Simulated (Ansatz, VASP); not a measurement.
## One calculation of Fe, two programs

The input INCAR:

```
PREC = Accurate
ENCUT = 520
EDIFF = 1E-6
ISMEAR = -1
SIGMA = 0.1
LREAL = F
LASPH = T
NELM = 150
ALGO = Normal
ISIF = 2
LWAVE = F
LCHARG = F
ISPIN = 2
MAGMOM = 2.5 2.5
LORBIT = 11
LMAXMIX = 4
GGA = PE
NBANDS = 19
```

KPOINTS

```
Automatic mesh
0
Gamma
  14 14 14
```

POSCAR

```
Fe
1.0
    2.8313533356      0.0000000000      0.0000000000
    0.0000000000      2.8313533356      0.0000000000
    0.0000000000      0.0000000000      2.8313533356
Fe
2
Direct
    0.0000000000      0.0000000000      0.0000000000
    0.5000000000      0.5000000000      0.5000000000
```

Input for Ansatz:

```yaml
crystal:
  lattice:
    - [2.8313533356, 0.0, 0.0]
    - [0.0, 2.8313533356, 0.0]
    - [0.0, 0.0, 2.8313533356]
  atoms:
    - { symbol: Fe, position: [0.0, 0.0, 0.0], spin: 2.5 }
    - { symbol: Fe, position: [0.5, 0.5, 0.5], spin: 2.5 }
magnetization:
  spin_polarized: true
kpoints:
  mp_grid: { grid: [14, 14, 14] }
scf:
  occupations: { method: fermi_dirac, width: 0.1 }
hamiltonian:
  xc: pbe
  pseudopotentials: { kind: all_electron, lapw: { basis_error: 0.001 } }
output:
  forces: true
  stress: true
  eigenvalues: true
```

Alike in both runs: task single point; functional PBE; k mesh 14 × 14 × 14; occupations fermi-dirac, width 0.1 eV; collinear spin.

```csv
,VASP,Ansatz
version,VASP 6.6.1,Ansatz 0.2.0
potentials or method,"VASP PAW PBE potentials, release 64 (Fe), cutoff 520 eV","all-electron LAPW, scalar-relativistic"
```

|  | VASP | Ansatz | Ansatz less VASP |
| --- | --- | --- | --- |
| pressure (GPa) | 0.0 | -0.1 | -0.09 |
| net moment per atom (μB) | 2.18 | 2.16 | -0.025 |
| size of the moment on the site where the two differ most (μB) | 2.18 | 2.21 | +0.032 |

Site moments also hang on the region over which each program counts them. Ansatz ran all-electron here, and VASP with PAW potentials.
